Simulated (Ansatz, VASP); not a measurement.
# Ni: VASP beside Ansatz

```
CELL_PARAMETERS angstrom
0.00000 1.88798 1.75905
1.63011 0.00000 1.75905
1.63011 1.88798 0.00000
ATOMIC_POSITIONS crystal
Ni 0.00000 0.00000 0.00000
```

Change from the starting cell: strain +e along x and -e along y -0.0733, strain +e along z and -e/2 along x and y +0.0000.

Alike in both runs: task single point; functional PBE; k mesh 22 × 22 × 22; occupations gaussian, width 0.15 eV; collinear spin.

|  | VASP | Ansatz |
| --- | --- | --- |
| version | VASP 6.6.1 | Ansatz 0.2.0 |
| potentials or method | VASP PAW PBE potentials, release 64 (Ni), cutoff 520 eV | scalar-relativistic, plane waves, PAW |
| valence electrons in the cell | 10 | 18 |

VASP gave:

| Property | Result |
| --- | --- |
| gap on the k mesh at the Fermi level (eV) | none |
| pressure (GPa) | 2.2 |
| traceless stress, the component that is largest in VASP (GPa) | -9.77 |
| net moment per atom (μB) | 0.61 |
| size of the moment on the site where the two differ most (μB) | 0.62 |

What did Ansatz give for the same quantities?

gap on the k mesh at the Fermi level (eV): none; pressure (GPa): 2.3; traceless stress, the component that is largest in VASP (GPa): -10.12; net moment per atom (μB): 0.62; size of the moment on the site where the two differ most (μB): 0.66.

Site moments also hang on the region over which each program counts them. A gap of «none» marks a metal or a gap that the smearing closes. VASP's potentials hold 10 valence electrons a cell and Ansatz's 18, so a difference there can come from the potentials and not from the codes.
